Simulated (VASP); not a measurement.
# B2W (P6/mmm) in VASP: further runs

B2W is run at these levels: LDA; tasks: relaxation of cell and atoms, single point.

Everything below comes from runs of VASP 6.6.1. Logs are shortened: lines on timing, memory, paths and dates and some standing lists are left out, and cuts for length are marked.

### Step 1. The cell of the first run

Symmetry: P6/mmm, No. 191, hexagonal system. Conventional cell: a = 3.020 Å, b = 3.020 Å, c = 3.050 Å, α = 90.00°, β = 90.00°, γ = 120.00°. Within 2.4 Å of B (site symmetry -6m2) lie 3 B at 1.74 Å and 6 W at 2.32 Å. W (site symmetry 6/mmm) has 12 B at 2.32 Å and 8 W at 3.02 to 3.05 Å within 3.1 Å.

### Step 2. Relaxation of cell and atoms, LDA

File INCAR:

```
SYSTEM = B2W
  ALGO = Normal
  EDIFF = 1E-7
  EDIFFG = -0.05
  ENCUT = 600
  GGA = CA
  IBRION = 2
  ISIF = 3
  ISMEAR = 0
  LASPH = .True.
  LCHARG = .False.
  LREAL = .False.
  LWAVE = .False.
  NELM = 80
  NSW = 100
  PREC = Accurate
  SIGMA = 0.1
```

File KPOINTS:

```
k-points
0
Gamma
  6 6 6
  0 0 0
```

File POSCAR:

```
B2W
1.0
    3.0200014205      0.0000000000      0.0000000000
   -1.5100007103      2.6153979496      0.0000000000
    0.0000000000      0.0000000000      3.0500000000
B W
2 1
Direct
    0.3333333333      0.6666666667      0.5000000000
    0.6666666667      0.3333333333      0.5000000000
    0.0000000000      0.0000000000      0.0000000000
```

Potentials or basis: VASP PAW LDA potentials, release 64 (B, W_sv).

The run is started by

```console
$ cat potpaw_LDA.64/B/POTCAR potpaw_LDA.64/W_sv/POTCAR > POTCAR
$ mpirun -np 1 vasp_std > vasp.out
```

OUTCAR:

```text
SYSTEM = B2W
   EDIFF = 1E-7
   EDIFFG = -0.05
   ENCUT = 600
   GGA = CA
   IBRION = 2
   ISIF = 3
   ISMEAR = 0
   LASPH = .True.
   LREAL = .False.
   NELM = 80
   NSW = 100
   PREC = Accurate

 ion  position               nearest neighbor table
   1  0.333  0.667  0.500-   2 1.74   2 1.74   2 1.74   3 2.32   3 2.32   3 2.32   3 2.32   3 2.32
                             3 2.32
   2  0.667  0.333  0.500-   1 1.74   1 1.74   1 1.74   3 2.32   3 2.32   3 2.32   3 2.32   3 2.32
                             3 2.32
   3  0.000  0.000  0.000-   1 2.32   2 2.32   1 2.32   2 2.32   2 2.32   2 2.32   1 2.32   1 2.32
                             2 2.32   2 2.32   1 2.32   1 2.32

  LATTYP: Found a hexagonal cell.
 ALAT       =     3.0200014205
 C/A-ratio  =     1.0099332998

  Lattice vectors:

 A1 = (   3.0200014205,   0.0000000000,   0.0000000000)
 A2 = (  -1.5100007103,   2.6153979496,   0.0000000000)
 A3 = (   0.0000000000,   0.0000000000,   3.0500000000)

Analysis of symmetry for initial positions (statically):
=====================================================================
 Subroutine PRICEL returns:
 Original cell was already a primitive cell.

 Routine SETGRP: Setting up the symmetry group for a
 hexagonal supercell.

 Subroutine GETGRP returns: Found 24 space group operations
 (whereof 24 operations were pure point group operations)
 out of a pool of 24 trial point group operations.

The static configuration has the point symmetry D_6h.

Analysis of symmetry for dynamics (positions and initial velocities):
=====================================================================
 Subroutine PRICEL returns:
 Original cell was already a primitive cell.

 Routine SETGRP: Setting up the symmetry group for a
 hexagonal supercell.

 Subroutine GETGRP returns: Found 24 space group operations
 (whereof 24 operations were pure point group operations)
 out of a pool of 24 trial point group operations.

The dynamic configuration has the point symmetry D_6h.

 Subroutine INISYM returns: Found 24 space group operations
 (whereof 24 operations are pure point group operations),
 and found     1 'primitive' translations

----------------------------------------------------------------------------------------

                                     Primitive cell

  volume of cell :      24.0904

  direct lattice vectors                    reciprocal lattice vectors
     3.020001420  0.000000000  0.000000000     0.331125672  0.191175496  0.000000000
    -1.510000710  2.615397950  0.000000000     0.000000000  0.382350992  0.000000000
     0.000000000  0.000000000  3.050000000     0.000000000  0.000000000  0.327868852

  length of vectors
     3.020001420  3.020001421  3.050000000     0.382350992  0.382350992  0.327868852

  position of ions in fractional coordinates (direct lattice)
     0.333333333  0.666666667  0.500000000
     0.666666667  0.333333333  0.500000000
     0.000000000  0.000000000  0.000000000

  ion indices of the primitive-cell ions
   primitive index   ion index
                 1           1
                 2           2
                 3           3

----------------------------------------------------------------------------------------

 KPOINTS: k-points

Automatic generation of k-mesh.
 Grid dimensions read from file:
 generate k-points for:    6    6    6

 Generating k-lattice:

  Cartesian coordinates                     Fractional coordinates (reciprocal lattice)
     0.055187612  0.031862583  0.000000000     0.166666667 -0.000000000  0.000000000
     0.000000000  0.063725165  0.000000000     0.000000000  0.166666667  0.000000000
     0.000000000  0.000000000  0.054644809     0.000000000  0.000000000  0.166666667

  Length of vectors
     0.063725165  0.063725165  0.054644809

  Shift w.r.t. Gamma in fractional coordinates (k-lattice)
     0.000000000  0.000000000  0.000000000

 Subroutine IBZKPT returns following result:
 ===========================================

 Found     28 irreducible k-points:

 Following reciprocal coordinates:
            Coordinates               Weight
  0.000000  0.000000  0.000000      1.000000
  0.166667 -0.000000  0.000000      6.000000
  0.333333  0.000000  0.000000      6.000000
  0.500000  0.000000  0.000000      3.000000
  0.166667  0.166667  0.000000      6.000000
  0.333333  0.166667  0.000000     12.000000
[... 16 lines left out ...]
  0.166667 -0.000000  0.500000      6.000000
  0.333333  0.000000  0.500000      6.000000
 [... further k-points ...]
   k-points           NKPTS =     28   k-points in BZ     NKDIM =     28   number of bands    NBANDS=     14
   number of dos      NEDOS =    301   number of ions     NIONS =      3
   total plane-waves  NPLWV =  13824
   dimension x,y,z NGX =    24 NGY =   24 NGZ =   24
   dimension x,y,z NGXF=    48 NGYF=   48 NGZF=   48
   ions per type =               2   1
   NGX,Y,Z   is equivalent  to a cutoff of  13.21, 13.21, 13.08 a.u.
   NGXF,Y,Z  is equivalent  to a cutoff of  26.42, 26.42, 26.16 a.u.
 SYSTEM =  B2W
   PREC   = accura    normal or accurate (medium, high low for compatibility)
   ISTART =      0    job   : 0-new  1-cont  2-samecut
   ICHARG =      2    charge: 1-file 2-atom 10-const
   ISPIN  =      1    spin polarized calculation?
   LNONCOLLINEAR =      F non collinear calculations
   LSORBIT =      F    spin-orbit coupling
   LASPH  =      T    aspherical Exc in radial PAW
   ENCUT  =  600.0 eV  44.10 Ry    6.64 a.u.   6.03  6.03  6.09*2*pi/ulx,y,z
   NELM   =     80;   NELMIN=  2; NELMDL= -5     # of ELM steps
   EDIFF  = 0.1E-06   stopping-criterion for ELM
   LREAL  =      F    real-space projection
   EDIFFG = -.5E-01   stopping-criterion for IOM
   NSW    =    100    number of steps for IOM
   IBRION =      2    ionic relax: 0-MD 1-quasi-New 2-CG
   NFREE  =      1    steps in history (QN), initial steepest desc. (CG)
   ISIF   =      3    stress and relaxation
   ISYM   =      2    0-nonsym 1-usesym 2-fastsym
   POTIM  = 0.5000    time-step for ionic-motion
   TEBEG  =    0.0;   TEEND  =   0.0 temperature during run
   PSTRESS=    0.0 pullay stress
   NELECT =      20.0000    total number of electrons
   NUPDOWN=      -1.0000    fix difference up-down
   EMIN   =  10.00;   EMAX   =-10.00  energy-range for DOS
   EFERMI =   0.00;   METHOD = LEGACY
   ISMEAR =     0;   SIGMA  =   0.10  broadening in eV -4-tet -1-fermi 0-gaus
   EFERMI_NEDOS =   21; number of points for ismear=-14 and -15
   IALGO  =     38    algorithm
   IMIX   =      4    mixing-type and parameters
     AMIX     =   0.40;   BMIX     =  1.00
     AMIX_MAG =   1.60;   BMIX_MAG =  1.00
  volume/ion in A,a.u.               =       8.03        54.19
  Fermi-wavevector in a.u.,A,eV,Ry     =   1.538638  2.907605 32.210544  2.367408
  Thomas-Fermi vector in A             =   2.644979
   LORBIT       =      0    0 simple, 1 ext, 2 COOP (PROOUT), +10 PAW based schemes
   GGA     = CA    functional components
   LHFCALC =     F    Hartree Fock is set to
   AEXX    =    0.0000 exact exchange contribution
   IVDW    =     0    specifies the selected vdW correction
   LEPSILON=     F    determine dielectric tensor
   LRPA    =     F    only Hartree local field effects (RPA)
 conjugate gradient relaxation of ions
 non-spin polarized calculation
 Gauss-broadening in eV      SIGMA  =   0.10
  energy-cutoff  :      600.00
  volume of cell :       24.09
 maximum number of plane-waves:       834
   NGX = 13   NGY = 13   NGZ = 13

--------------------------------------- Ionic step        1  -------------------------------------------

 number of electron      19.9999997 magnetization

 Free energy of the ion-electron system (eV)
  ---------------------------------------------------
  ext. energy  EPLUGINS =         0.00000000
  ---------------------------------------------------
  free energy    TOTEN  =       -29.23887062 eV

  energy without entropy =      -29.22845435  energy(sigma->0) =      -29.23366248

------------------------ aborting loop because EDIFF is reached ----------------------------------------

  FORCE on cell =-STRESS in cart. coord.  units (eV):
  Direction    XX          YY          ZZ          XY          YZ          ZX
  --------------------------------------------------------------------------------------
  -------------------------------------------------------------------------------------
  Total        3.0050776      3.0050776      5.0409408     -0.0000000      0.0000000     -0.0000000
  in kB      199.8579855    199.8579855    335.2566579     -0.0000000      0.0000000     -0.0000000
  external PRESSURE =     244.9908763 kB  Pullay stress =       0.0000000 kB
[... 92 lines left out ...]
  FREE ENERGIE OF THE ION-ELECTRON SYSTEM (eV)
  ---------------------------------------------------
  free  energy   TOTEN  =       -29.3629367773 eV

  energy  without entropy=      -29.3537253382  energy(sigma->0) =      -29.35833106

[... ionic steps 4 to 8 ...]

--------------------------------------- Ionic step        9  -------------------------------------------

 number of electron      20.0000000 magnetization

------------------------ aborting loop because EDIFF is reached ----------------------------------------
[... 69 lines left out ...]
--------------------------------------- Ionic step       11  -------------------------------------------

 number of electron      19.9999999 magnetization

 Free energy of the ion-electron system (eV)
  ---------------------------------------------------
  ext. energy  EPLUGINS =         0.00000000
  ---------------------------------------------------
  free energy    TOTEN  =       -29.41976362 eV

  energy without entropy =      -29.41353145  energy(sigma->0) =      -29.41664754

 E-fermi :  12.4598     XC(G=0): -13.8178

 val. band max:       12.4207999477   @ k =   0.3333   0.0000   0.1667
 cond. band min:      12.5450076668   @ k =   0.5000   0.0000   0.1667
 fundamental gap:      0.1242077191
 Fermi energy:        12.4598153550

 k-point     1 :       0.0000    0.0000    0.0000
  band No.  band energies     occupation
      1     -62.1492      2.00000
      2     -26.7745      2.00000
      3     -26.3796      2.00000
      4     -26.3796      2.00000
      5      -3.4392      2.00000
      6       6.6305      2.00000
      7       7.4977      2.00000
      8       7.4977      2.00000
      9       8.0083      2.00000
     10      12.9443      0.00000
     11      12.9443      0.00000
     12      14.8176      0.00000
     13      14.8176      0.00000
     14      16.7834      0.00000
[... 377 lines left out ...]
      1     -62.1125      2.00000
      2     -26.8693      2.00000
      3     -26.8405      2.00000
      4     -26.4761      2.00000
      5      -0.1329      2.00000
      6       4.4647      2.00000
      7       4.4794      2.00000
      8       6.0137      2.00000
      9       7.6361      2.00000
     10      12.8627      0.00000
     11      13.2890      0.00000
     12      14.5581      0.00000
     13      16.0600      0.00000
     14      18.9912      0.00000

 [... further k-points ...]
[... 5 lines left out ...]
  --------------------------------------------------------------------------------------
  -------------------------------------------------------------------------------------
  Total        0.0555335      0.0555335     -0.0443673     -0.0000000     -0.0000000     -0.0000000
  in kB        3.4623698      3.4623698     -2.7661856     -0.0000000     -0.0000000     -0.0000000
  external PRESSURE =       1.3861847 kB  Pullay stress =       0.0000000 kB
[... 18 lines left out ...]
  FREE ENERGIE OF THE ION-ELECTRON SYSTEM (eV)
  ---------------------------------------------------
  free  energy   TOTEN  =       -29.4197636245 eV

  energy  without entropy=      -29.4135314549  energy(sigma->0) =      -29.41664754

 reached required accuracy - stopping structural energy minimisation
```

Run time: 82 s. Hardware: 1 thread of AMD EPYC 7R13, shared host; peak memory 0.11 GiB.

Results:

```
Free energy                           : -29.4198 eV
Relaxed volume                        : 8.57 Å³/atom
Relaxed cell                          : a = 2.984 Å, b = 2.984 Å, c = 3.332 Å, α = 90.00°, β = 90.00°, γ = 120.00°
Space group after relaxing (to 0.1 Å) : P6/mmm (No. 191)
Energy gained by relaxing             : 60.3 meV/atom
Ionic steps                           : 11
Pressure after relaxing               : 0.1 GPa
Band gap on the k mesh                : zero (bands 10 and 11 overlap by 3.49 eV)
```

Stress tensor (GPa, compression positive):
```
 0.35  0.00  0.00
 0.00  0.35  0.00
 0.00  0.00 -0.28
```

Step by step:
```
step  energy change (eV)  largest force (eV/Å)  pressure (GPa)  volume (Å³)
   1              0.0000                0.0000           24.50        24.09
   2              0.1840                0.0000          -31.75        28.62
   3             -0.1241                0.0000           -2.15        25.75
   4             -0.1242                0.0000           -1.53        25.70
   5             -0.1521                0.0000           -0.92        25.68
   6             -0.1718                0.0000            0.34        25.64
   7             -0.1523                0.0000            3.99        25.51
   8             -0.1805                0.0000            1.44        25.60
   9             -0.1804                0.0000            1.52        25.60
  10             -0.1778                0.0000           -3.35        25.97
  11             -0.1809                0.0000            0.14        25.70
```

Final structure:
```
CELL_PARAMETERS angstrom
2.98414 0.00000 0.00000
-1.49207 2.58434 0.00000
0.00000 0.00000 3.33215
ATOMIC_POSITIONS crystal
B 0.33333 0.66667 0.50000
B 0.66667 0.33333 0.50000
W 0.00000 0.00000 0.00000
```

Levels at points of the mesh, in eV from the Fermi level:
| k point | band 7 | band 8 | band 9 | band 10 | band 11 | band 12 | band 13 | band 14 |
| --- | --- | --- | --- | --- | --- | --- | --- | --- |
| (0.00, 0.00, 0.00) | -4.96 | -4.96 | -4.45 | 0.48 | 0.48 | 2.36 | 2.36 | 4.32 |
| (0.50, 0.00, 0.00) | -6.62 | -5.62 | -4.86 | -0.62 | 1.14 | 2.28 | 2.93 | 5.23 |
| (0.00, 0.00, 0.50) | -2.31 | -2.31 | -2.23 | -2.23 | -2.23 | -2.23 | -0.94 | 4.63 |
| (0.50, 0.00, 0.50) | -7.30 | -6.99 | -4.50 | 0.83 | 2.59 | 3.71 | 4.52 | 4.60 |

Caveat: the k points lie up to 0.41 Å⁻¹ apart in the final cell, too coarse for converged energies and pressures of a metal; spin-orbit coupling is left out, which moves the levels of the heavy elements.

(Part 1 of 2 ends here.)

The gap in the log of VASP goes by the Fermi energy; the results here count the filled bands.